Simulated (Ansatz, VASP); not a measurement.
## One calculation of Zr3Si2F, two programs

The input INCAR:

```
SYSTEM = Zr3Si2F
ALGO = Normal
EDIFF = 1E-6
EDIFFG = -0.04
ENCUT = 600
GGA = PE
IBRION = 2
ISIF = 3
ISMEAR = 0
LASPH = .TRUE.
LCHARG = .FALSE.
LREAL = .FALSE.
LWAVE = .FALSE.
NELM = 60
NSW = 90
PREC = Accurate
SIGMA = 0.1
```

The input KPOINTS:

```
k-points
0
G
  6 6 6
  0 0 0
```

POSCAR

```
Zr3Si2F
1.0
    5.3824507400      0.0000000000      0.0000000000
   -2.6912253700      4.6613390700      0.0000000000
    0.0000000000      0.0000000000      3.5733402500
Zr Si F
3 2 1
Direct
    0.0000000000      0.5000000000      0.5000000000
    0.5000000000      0.5000000000      0.5000000000
    0.5000000000      0.0000000000      0.5000000000
    0.6666666700      0.3333333300      0.0000000000
    0.3333333300      0.6666666700      0.0000000000
    0.0000000000      0.0000000000      0.0000000000
```

Input for Ansatz:

```yaml
crystal:
  lattice:
    - [5.38245074, 0.0, 0.0]
    - [-2.69122537, 4.66133907, 0.0]
    - [0.0, 0.0, 3.57334025]
  atoms:
    - { symbol: Zr, position: [0.0, 0.5, 0.5] }
    - { symbol: Zr, position: [0.5, 0.5, 0.5] }
    - { symbol: Zr, position: [0.5, 0.0, 0.5] }
    - { symbol: Si, position: [0.66666667, 0.33333333, 0.0] }
    - { symbol: Si, position: [0.33333333, 0.66666667, 0.0] }
    - { symbol: F, position: [0.0, 0.0, 0.0] }
basis:
  ecutwfc: 420
kpoints:
  mp_grid: { grid: [6, 6, 6] }
hamiltonian:
  xc: pbe
scf:
  occupations: { method: gaussian, width: 0.1 }
  lower_state_search: "off"
output:
  forces: true
  stress: true
  eigenvalues: true
relax:
  adjacent_minimum: "off"
  f_tol: 0.04
  max_steps: 70
  cell: { stress_tol: 0.4 }
```

Change from the starting cell: species swapped into the LaGa2Rh3 type (P6/mmm, No. 191).

Alike in both runs: task relaxation of cell and atoms; functional PBE; k mesh 6 × 6 × 6; occupations gaussian, width 0.1 eV; no spin polarisation.

```csv
,VASP,Ansatz
version,VASP 6.6.1,Ansatz 0.2.0
potentials or method,"VASP PAW PBE potentials, release 64 (Zr_sv, Si, F), cutoff 600 eV","scalar-relativistic, plane waves, PAW"
valence electrons in the cell,51,51
```

```tsv
	VASP	Ansatz	Ansatz less VASP
gap on the k mesh at the Fermi level, each at its own relaxed structure (eV)	none	none	-
relaxed volume (Å³/atom)	23.45	23.68	+0.229
relaxed length of the cell vector where the two differ most in proportion (Å)	6.602	6.643	+0.0410
```

A gap of «none» marks a metal or a gap that the smearing closes.

Noted on VASP's run: the volume moved by over 15 % at a fixed basis, so the end points are rough.
